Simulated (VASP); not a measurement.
Input of a VASP 6.6.1 run:

File POSCAR:

```
RbMgSbO3
1.0
    3.0914557107      1.7848527868      3.9382875422
   -3.0914557107      1.7848527868      3.9382875422
    0.0000000000     -3.5697055735      3.9382875423
Rb Mg Sb O
1 1 1 3
Direct
    0.8779837598      0.8779837598      0.8779837598
    0.3319735932      0.3319735932      0.3319735932
    0.5754906610      0.5754906610      0.5754906610
    0.4945870290      0.4945870290      0.9658740480
    0.9658740480      0.4945870290      0.4945870290
    0.4945870290      0.9658740480      0.4945870290
```

The input INCAR.step1:

```
PREC = Accurate ; ENCUT = 520
ISMEAR = 0 ; SIGMA = 0.05
LREAL = F ; LASPH = T
NELM = 80 ; NBANDS = 26
GGA = PE ; ALGO = Normal
EDIFF = 1E-4 ; LWAVE = T
LCHARG = F
```

The input INCAR.step2:

```
PREC = Accurate ; ENCUT = 520
EDIFF = 1E-6 ; ISMEAR = 0
SIGMA = 0.05 ; LREAL = F
LASPH = T ; NELM = 80
ALGO = Normal ; ISIF = 2
LWAVE = F ; LCHARG = F
METAGGA = R2SCAN ; LMIXTAU = T
NBANDS = 26 ; ISTART = 1
```

KPOINTS

```
Automatic mesh
0
Gamma
  6 6 6
```

Potentials or basis: VASP PAW PBE potentials, release 64 (Rb_sv, Mg, Sb, O).

Launch:

```bash
$ cat potpaw_PBE.64/Rb_sv/POTCAR potpaw_PBE.64/Mg/POTCAR potpaw_PBE.64/Sb/POTCAR potpaw_PBE.64/O/POTCAR > POTCAR
$ cp INCAR.step1 INCAR
$ mpirun -np 1 vasp_std > vasp.out
$ cp INCAR.step2 INCAR
$ mpirun -np 1 vasp_std > vasp.out
```

Problem. Estimate the largest force.

Solution. 0.663 eV/Å.

Problem. What does it give for the band gap on the k mesh?

Solution. 3.52 eV, direct.

Problem. Estimate the pressure.

Solution. 1.2 GPa.

Forces in eV/Å, atoms in the order of the input:
```
Rb   0.000  0.000  0.068
Mg   0.000  0.000 -0.068
Sb   0.000  0.000 -0.663
O    0.000 -0.293  0.221
O    0.254  0.146  0.221
O   -0.254  0.146  0.221
```

Caveat: the cell differs from its parent crystal (strain -0.0200 x Voigt [0, 0, 1, 0, 0, 0]); the PAW data sets were made with another functional, which shifts forces and pressure a little; spin-orbit coupling is left out, which moves the levels of the heavy elements. A k mesh can miss the band edges.
